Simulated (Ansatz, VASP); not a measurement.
Ti in VASP and in Ansatz

```
Ti
1.0
     2.95000   -0.02950   -0.02950
    -1.50055    2.56952   -0.01080
    -0.04686   -0.04686    4.68600
Ti
2
Direct
  0.33333 0.66667 0.25000
  0.66667 0.33333 0.75000
```

Change from the starting cell: equal xy, yz and zx shear strains of -2 %, crystal datasets.

Alike in both runs: task electric field gradients; functional PBE; k mesh 13 × 13 × 7; occupations fermi-dirac, width 0.08 eV; no spin polarisation.

```csv
,VASP,Ansatz
version,VASP 6.6.1,Ansatz 0.2.0
potentials or method,"VASP PAW PBE potentials, release 64 (Ti_sv), cutoff 520 eV","all-electron PAW with datasets made for the crystal, scalar-relativistic"
```

Ansatz gave:

| Quantity | Value |
| --- | --- |
| pressure (GPa) | -1.5 |
| traceless stress, the component that is largest in VASP (GPa) | 1.28 |
| rms of the force components (eV/Å) | 0.032 |
| size of Vzz on the site where it differs most (V/Å²) | 18.1 |

Problem. Estimate VASP's values.

Solution. Pressure (GPa): -1.8; traceless stress, the component that is largest in VASP (GPa): 1.27; rms of the force components (eV/Å): 0.032; size of Vzz on the site where it differs most (V/Å²): 16.6.

Atom by atom the forces differ by 0.000 eV/Å (rms over components). Ansatz ran all-electron here, and VASP with PAW potentials.
